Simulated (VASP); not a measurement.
# Mg2Be (I4_1/amd) in VASP: a series of runs

Runs on Mg2Be. Level: PBE. Tasks: single point.

Everything below comes from runs of VASP 6.6.1. Logs are shortened: lines on timing, memory, paths and dates and some standing lists are left out, and cuts for length are marked.

## Step 1: The cell of the first run

Symmetry: I4_1/amd, No. 141, tetragonal system. Conventional cell: a = 4.210 Å, b = 4.210 Å, c = 10.583 Å, α = 90.00°, β = 90.00°, γ = 90.00°. Within 2.9 Å of Mg (site symmetry 2mm) lie 3 Be at 2.15 to 2.19 Å and 2 Mg at 2.72 Å. Be (site symmetry -4m2) has 6 Mg at 2.15 to 2.19 Å within 2.9 Å.

## Step 2: Single point, PBE

INCAR reads:

```
PREC = Accurate ; ENCUT = 520
EDIFF = 1E-7 ; ISMEAR = 0
SIGMA = 0.1 ; LREAL = F
LASPH = T ; NELM = 60
ALGO = Normal ; ISIF = 2
LWAVE = F ; LCHARG = F
GGA = PE ; NBANDS = 15
```

KPOINTS reads:

```
regular mesh
0
Gamma
  6 6 6
```

POSCAR reads:

```
Mg2Be
1.0
   -2.1051237861      2.1051237861      5.2914524970
    2.1051237861     -2.1051237861      5.2914524970
    2.1051237861      2.1051237861     -5.2914524970
Mg Be
4 2
Direct
    0.2066000000      0.2066000000      0.0000000000
    0.9566000000      0.4566000000      0.5000000000
    0.5434000000      0.0434000000      0.5000000000
    0.7934000000      0.7934000000      0.0000000000
    0.0000000000      0.0000000000      0.0000000000
    0.7500000000      0.2500000000      0.5000000000
```

Potentials or basis: VASP PAW PBE potentials, release 64 (Mg, Be).

The run is started by

```bash
cat potpaw_PBE.64/Mg/POTCAR potpaw_PBE.64/Be/POTCAR > POTCAR
mpirun -np 1 vasp_std > vasp.out
```

OUTCAR:

```text
PREC = Accurate
   ENCUT = 520
   EDIFF = 1E-7
   ISMEAR = 0
   LREAL = F
   LASPH = T
   NELM = 60
   ISIF = 2
   GGA = PE

 ion  position               nearest neighbor table
   1  0.207  0.207  0.000-   6 2.15   6 2.15   5 2.19   3 2.72   3 2.72   4 3.12   4 3.12   4 3.12
                             4 3.12   2 3.38   2 3.38   2 3.38   2 3.38
   2  0.957  0.457  0.500-   5 2.15   5 2.15   6 2.19   4 2.72   4 2.72   3 3.12   3 3.12   3 3.12
                             3 3.12   1 3.38   1 3.38   1 3.38   1 3.38
   3  0.543  0.043  0.500-   5 2.15   5 2.15   6 2.19   1 2.72   1 2.72   2 3.12   2 3.12   2 3.12
                             2 3.12   4 3.38   4 3.38   4 3.38   4 3.38
   4  0.793  0.793  0.000-   6 2.15   6 2.15   5 2.19   2 2.72   2 2.72   1 3.12   1 3.12   1 3.12
                             1 3.12   3 3.38   3 3.38   3 3.38   3 3.38
   5  0.000  0.000  0.000-   3 2.15   2 2.15   3 2.15   2 2.15   1 2.19   4 2.19
   6  0.750  0.250  0.500-   4 2.15   1 2.15   4 2.15   1 2.15   2 2.19   3 2.19

  LATTYP: Found a body centered tetragonal cell.
 ALAT       =     4.2102475722
 C/A-ratio  =     2.5136063408

  Lattice vectors:

 A1 = (  -2.1051237861,   2.1051237861,   5.2914524970)
 A2 = (   2.1051237861,  -2.1051237861,   5.2914524970)
 A3 = (   2.1051237861,   2.1051237861,  -5.2914524970)

Analysis of symmetry for initial positions (statically):
=====================================================================
 Subroutine PRICEL returns:
 Original cell was already a primitive cell.

 Routine SETGRP: Setting up the symmetry group for a
 body centered tetragonal supercell.

 Subroutine GETGRP returns: Found 16 space group operations
 (whereof  8 operations were pure point group operations)
 out of a pool of 16 trial point group operations.

The static configuration has the point symmetry D_2d.
 The point group associated with its full space group is D_4h.

Analysis of symmetry for dynamics (positions and initial velocities):
=====================================================================
 Subroutine PRICEL returns:
 Original cell was already a primitive cell.

 Routine SETGRP: Setting up the symmetry group for a
 body centered tetragonal supercell.

 Subroutine GETGRP returns: Found 16 space group operations
 (whereof  8 operations were pure point group operations)
 out of a pool of 16 trial point group operations.

The dynamic configuration has the point symmetry D_2d.
 The point group associated with its full space group is D_4h.

 Subroutine INISYM returns: Found 16 space group operations
 (whereof  8 operations are pure point group operations),
 and found     1 'primitive' translations
[... 121 lines left out ...]
   IMIX   =      4    mixing-type and parameters
     AMIX     =   0.40;   BMIX     =  1.00
     AMIX_MAG =   1.60;   BMIX_MAG =  1.00
  volume/ion in A,a.u.               =      15.63       105.50
  Fermi-wavevector in a.u.,A,eV,Ry     =   0.824907  1.558849  9.258386  0.680472
  Thomas-Fermi vector in A             =   1.936674
   LORBIT       =      0    0 simple, 1 ext, 2 COOP (PROOUT), +10 PAW based schemes
   GGA     = PE    functional components
   LHFCALC =     F    Hartree Fock is set to
   AEXX    =    0.0000 exact exchange contribution
   IVDW    =     0    specifies the selected vdW correction
   LEPSILON=     F    determine dielectric tensor
   LRPA    =     F    only Hartree local field effects (RPA)
 non-spin polarized calculation
 Gauss-broadening in eV      SIGMA  =   0.10
  energy-cutoff  :      520.00
  volume of cell :       93.80
 maximum number of plane-waves:      2547
 NGX is ok and might be reduce to    48
   NGX = 23   NGY = 23   NGZ = 23

 number of electron      12.0000000 magnetization

 Free energy of the ion-electron system (eV)
  ---------------------------------------------------
  ext. energy  EPLUGINS =         0.00000000
  ---------------------------------------------------
  free energy    TOTEN  =        -6.56243398 eV

  energy without entropy =       -6.55477458  energy(sigma->0) =       -6.55860428

 E-fermi :   3.4547     XC(G=0):  -9.0937

 val. band max:        3.3915605707   @ k =   0.5000   0.1667   0.0000
 cond. band min:       3.5140159877   @ k =  -0.3333   0.5000   0.3333
 fundamental gap:      0.1224554170
 Fermi energy:         3.4547118933

 k-point     1 :       0.0000    0.0000    0.0000
  band No.  band energies     occupation
      1      -4.4573      2.00000
      2      -0.0769      2.00000
      3       0.2531      2.00000
      4       2.8658      2.00000
      5       2.8658      2.00000
      6       3.1942      1.99977
      7       3.1942      1.99977
      8       5.3313      0.00000
      9       5.4857      0.00000
     10       5.9865      0.00000
     11       6.8759      0.00000
     12      10.4846      0.00000
     13      10.8381      0.00000
     14      10.9996      0.00000
[... 401 lines left out ...]
      2      -1.6543      2.00000
      3       1.1146      2.00000
      4       2.2509      2.00000
      5       2.3696      2.00000
      6       3.5208      0.35005
      7       4.3078      0.00000
      8       5.0690      0.00000
      9       6.0244      0.00000
     10       6.4634      0.00000
     11       8.2324      0.00000
     12       9.0265      0.00000
     13       9.7099      0.00000
     14      10.0488      0.00000
     15      10.3367      0.00000

 [... further k-points ...]

------------------------ aborting loop because EDIFF is reached ----------------------------------------

  FORCE on cell =-STRESS in cart. coord.  units (eV):
  Direction    XX          YY          ZZ          XY          YZ          ZX
  --------------------------------------------------------------------------------------
  -------------------------------------------------------------------------------------
  Total       18.8057247     18.8057247     16.4402419      0.0000000      0.0000000      0.0000000
  in kB      321.2258504    321.2258504    280.8203750      0.0000000      0.0000000      0.0000000
  external PRESSURE =     307.7573586 kB  Pullay stress =       0.0000000 kB

 VOLUME and BASIS-vectors are now :
 -----------------------------------------------------------------------------
  energy-cutoff  :      520.00
  volume of cell :       93.80
      direct lattice vectors                 reciprocal lattice vectors
    -2.105123786  2.105123786  5.291452497     0.000000000  0.237515724  0.094492013
     2.105123786 -2.105123786  5.291452497     0.237515724  0.000000000  0.094492013
     2.105123786  2.105123786 -5.291452497     0.237515724  0.237515724  0.000000000

 POSITION                                       TOTAL-FORCE (eV/Angst)
 -----------------------------------------------------------------------------------
      0.00000      0.00000      2.18643         0.000000     -0.000000      1.576401
     -0.00000      2.10512      4.83215        -0.000000      0.000000      1.576401
      0.00000      2.10512      0.45930        -0.000000      0.000000     -1.576401
      0.00000      0.00000      8.39648         0.000000     -0.000000     -1.576401
      0.00000      0.00000      0.00000         0.000000      0.000000     -0.000000
      0.00000      2.10512      2.64573         0.000000      0.000000     -0.000000
 -----------------------------------------------------------------------------------
    total drift:                               -0.000000      0.000000      0.000000

  FREE ENERGIE OF THE ION-ELECTRON SYSTEM (eV)
  ---------------------------------------------------
  free  energy   TOTEN  =        -6.5624339760 eV

  energy  without entropy=       -6.5547745828  energy(sigma->0) =       -6.55860428
```

OSZICAR:

```text
N       E                     dE             d eps       ncg     rms          rms(c)
DAV:   1     0.169329742486E+02    0.16933E+02   -0.41412E+03   900   0.612E+02
DAV:   2    -0.790937795026E+01   -0.24842E+02   -0.22958E+02  1160   0.880E+01
DAV:   3    -0.904154123670E+01   -0.11322E+01   -0.11232E+01  1271   0.171E+01
DAV:   4    -0.905079297836E+01   -0.92517E-02   -0.92507E-02  1047   0.186E+00
DAV:   5    -0.905090570133E+01   -0.11272E-03   -0.11272E-03  1299   0.219E-01    0.529E+00
DAV:   6    -0.689315538021E+01    0.21578E+01   -0.21618E+00   998   0.721E+00    0.215E+00
DAV:   7    -0.656334045647E+01    0.32981E+00   -0.10320E+00  1187   0.488E+00    0.522E-01
DAV:   8    -0.656350736088E+01   -0.16690E-03   -0.63597E-02  1019   0.119E+00    0.113E-01
DAV:   9    -0.656241423590E+01    0.10931E-02   -0.23697E-03  1215   0.227E-01    0.374E-02
DAV:  10    -0.656244447071E+01   -0.30235E-04   -0.34132E-04  1110   0.890E-02    0.204E-02
DAV:  11    -0.656243405841E+01    0.10412E-04   -0.33514E-05  1110   0.256E-02    0.453E-03
DAV:  12    -0.656243391143E+01    0.14699E-06   -0.35815E-06  1208   0.987E-03    0.160E-03
DAV:  13    -0.656243402233E+01   -0.11090E-06   -0.29794E-07  1131   0.310E-03    0.614E-04
DAV:  14    -0.656243397599E+01    0.46334E-07   -0.24071E-08   744   0.765E-04
   1 F= -.65624340E+01 E0= -.65586043E+01  d E =-.765939E-02
```

Wall time 42 s (1 thread of Intel Xeon 6975P-C (Granite Rapids), shared host); peak memory 0.31 GiB.

What came out:

* Free energy: -6.5624 eV
* Pressure: 30.8 GPa
* Largest force: 1.576 eV/Å
* Band gap on the k mesh: zero (band 6 reaches 4.55 eV, above the bottom of band 7 at 2.27 eV)

Forces on the atoms (eV/Å):
```
Mg   0.000  0.000  1.576
Mg   0.000  0.000  1.576
Mg   0.000  0.000 -1.576
Mg   0.000  0.000 -1.576
Be   0.000  0.000  0.000
Be   0.000  0.000  0.000
```

Levels at points of the mesh, in eV from the Fermi level:
| k point | band 3 | band 4 | band 5 | band 6 | band 7 | band 8 | band 9 | band 10 |
| --- | --- | --- | --- | --- | --- | --- | --- | --- |
| (0.00, 0.00, 0.00) | -3.20 | -0.59 | -0.59 | -0.26 | -0.26 | 1.88 | 2.03 | 2.53 |
| (0.50, 0.00, 0.00) | -3.38 | -3.13 | -0.51 | 0.34 | 0.92 | 1.06 | 3.47 | 3.83 |
| (0.50, 0.50, 0.00) | -3.11 | -3.11 | -2.11 | -2.11 | 0.30 | 0.30 | 1.09 | 1.09 |
| (0.50, 0.50, 0.50) | -1.48 | -1.48 | 0.60 | 0.60 | 1.67 | 1.67 | 1.91 | 1.91 |

Caveat: forces of over 1 eV/Å act on the atoms, so gaps and moduli don't describe the material at rest.

## Step 3: Single point, PBE

This run uses another cell than the first one, of 20.35 Å³/atom, 1.302 times its volume.

INCAR reads:

```
SYSTEM = Mg2Be
PREC = Accurate
ENCUT = 520
EDIFF = 1E-7
ISMEAR = 0
SIGMA = 0.1
LREAL = .False.
LASPH = .True.
NELM = 80
ALGO = Normal
ISIF = 2
LWAVE = .False.
LCHARG = .False.
GGA = PE
NBANDS = 15
```

KPOINTS reads:

```
regular mesh
0
Gamma
  6 6 6
  0 0 0
```

POSCAR reads:

```
Mg2Be
1.0
   -2.4960128634      2.4960128634      4.9007109215
    2.4960128634     -2.4960128634      4.9007109215
    2.4960128634      2.4960128634     -4.9007109215
Mg Be
4 2
Direct
    0.2636058216      0.2636058216      0.0000000000
    1.0136058216      0.5136058216      0.5000000000
    0.4863941784     -0.0136058216      0.5000000000
    0.7363941784      0.7363941784      0.0000000000
    0.0000000000      0.0000000000      0.0000000000
    0.7500000000      0.2500000000      0.5000000000
```

Potentials or basis: VASP PAW PBE potentials, release 64 (Mg, Be).

The run is started by

```bash
cat potpaw_PBE.64/Mg/POTCAR potpaw_PBE.64/Be/POTCAR > POTCAR
mpirun -np 1 vasp_std > vasp.out
```

It took 39 s on 1 thread of Intel Xeon 6975P-C (Granite Rapids), shared host; peak memory 0.32 GiB.

It converged, with:

* Free energy: -10.4358 eV
* Pressure: -0.1 GPa
* Band gap on the k mesh: zero (band 6 reaches 3.05 eV, above the bottom of band 7 at 1.50 eV)

Levels at points of the mesh, in eV from the Fermi level:
| k point | band 3 | band 4 | band 5 | band 6 | band 7 | band 8 | band 9 | band 10 |
| --- | --- | --- | --- | --- | --- | --- | --- | --- |
| (0.00, 0.00, 0.00) | -1.64 | -0.75 | -0.75 | -0.56 | -0.56 | 0.34 | 0.50 | 0.96 |
| (0.50, 0.00, 0.00) | -2.54 | -2.43 | -0.96 | 0.35 | 0.56 | 1.07 | 1.96 | 2.29 |
| (0.50, 0.50, 0.00) | -2.91 | -2.91 | -2.38 | -2.38 | 1.04 | 1.04 | 1.61 | 1.61 |
| (0.50, 0.50, 0.50) | -1.98 | -1.98 | -0.84 | -0.84 | 2.01 | 2.01 | 2.48 | 2.48 |

## Step 4: Single point, PBE

This run uses another cell than the first one, of 20.23 Å³/atom, 1.294 times its volume.

INCAR reads:

```
  PREC = Accurate
  ENCUT = 520
  EDIFF = 1E-6
  ISMEAR = 0
  SIGMA = 0.1
  LREAL = F
  LASPH = T
  NELM = 80
  ALGO = Fast
  ISIF = 2
  LWAVE = F
  LCHARG = F
  GGA = PE
  NBANDS = 15
```

KPOINTS reads:

```
Automatic mesh
0
Gamma
  10 10 10
```

POSCAR reads:

```
Mg2Be
1.0
   -2.5010987613      2.5010987613      4.8503555669
    2.5010987613     -2.5010987613      4.8503555669
    2.5010987613      2.5010987613     -4.8503555669
Mg Be
4 2
Direct
    0.2657679733      0.2657679733      0.0000000000
    0.0157679733      0.5157679733      0.5000000000
    0.4842320267      0.9842320267      0.5000000000
    0.7342320267      0.7342320267      0.0000000000
    0.0000000000      0.0000000000      0.0000000000
    0.7500000000      0.2500000000      0.5000000000
```

The run is started by

```bash
cat potpaw_PBE.64/Mg/POTCAR potpaw_PBE.64/Be/POTCAR > POTCAR
mpirun -np 1 vasp_std > vasp.out
```

Run time: 2 min. Hardware: 1 thread of Intel Xeon 6975P-C (Granite Rapids), shared host; peak memory 0.42 GiB.

The run converged. Its results:

```yaml
Free_energy: -10.4129 eV
Pressure: -0.1 GPa
Band_gap_on_the_k_mesh: zero (band 6 reaches 3.31 eV, above the bottom of band 7 at 1.34 eV)
```

Levels at points of the mesh, in eV from the Fermi level:
```
           k point  band 4  band 5  band 6  band 7  band 8  band 9
(0.00, 0.00, 0.00)   -0.77   -0.77   -0.59   -0.59    0.27    0.45
(0.50, 0.00, 0.00)   -2.41   -1.00    0.31    0.50    0.98    2.03
(0.50, 0.50, 0.00)   -2.94   -2.43   -2.43    1.07    1.07    1.66
(0.50, 0.50, 0.50)   -2.03   -0.93   -0.93    2.05    2.05    2.50
```

## Step 5: Summary

| cell | k mesh | gap on the mesh (eV) | pressure (GPa) |
| --- | --- | --- | --- |
| a = 6.071 Å, angles 139.4, 139.4, 58.7°, 6 atoms | 6 × 6 × 6 | none | 30.8 |
| a = 6.040 Å, angles 131.2, 131.2, 71.5°, 6 atoms | 6 × 6 × 6 | none | -0.1 |
| a = 6.003 Å, angles 130.8, 130.8, 72.2°, 6 atoms | 10 × 10 × 10 | none | -0.1 |

Alike in all rows: task single point; level PBE; potentials or basis VASP PAW PBE potentials, release 64 (Mg, Be); no spin polarisation; cutoff (eV) 520; smearing gaussian 0.1 eV.

Caveats: forces of over 1 eV/Å act on the atoms, so gaps and moduli don't describe the material at rest (some runs).

Total energies depend on the potentials used, so only differences within one code and one set of settings carry meaning.
